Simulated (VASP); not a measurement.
A run of VASP 6.6.1 is set up as follows.

The input INCAR:

```
SYSTEM = CdTe
PREC = Accurate ; ENCUT = 500
EDIFF = 1E-6 ; ISMEAR = 0
SIGMA = 0.05 ; LREAL = .FALSE.
LASPH = .TRUE. ; NELM = 120
ALGO = Normal ; ISIF = 2
LWAVE = .FALSE. ; LCHARG = .FALSE.
GGA = PS ; NBANDS = 16
GGA_COMPAT = .FALSE.
```

Contents of KPOINTS:

```
Automatic mesh
0
G
  4 4 4
  0 0 0
```

The input POSCAR:

```
CdTe
1.0
    0.0000000000      3.3934339422      3.3934339422
    3.3934339422      0.0000000000      3.3934339422
    3.3934339422      3.3934339422      0.0000000000
Cd Te
1 1
Direct
    0.0000000000      0.0000000000      0.0000000000
    0.2500000000      0.2500000000      0.2500000000
```

Potentials or basis: VASP PAW PBE potentials, release 64 (Cd, Te).

Launch:

```bash
$ cat potpaw_PBE.64/Cd/POTCAR potpaw_PBE.64/Te/POTCAR > POTCAR
$ mpirun -np 1 vasp_std > vasp.out
```

(1) What does it give for the band gap on the k mesh?

(2) Predict the pressure.

Answers

(1) 0.25 eV.

(2) -3.8 GPa.

Caveat: the cell stands under tension; the PAW data sets were made with another functional, which shifts forces and pressure a little; spin-orbit coupling is left out, which moves the levels of the heavy elements.
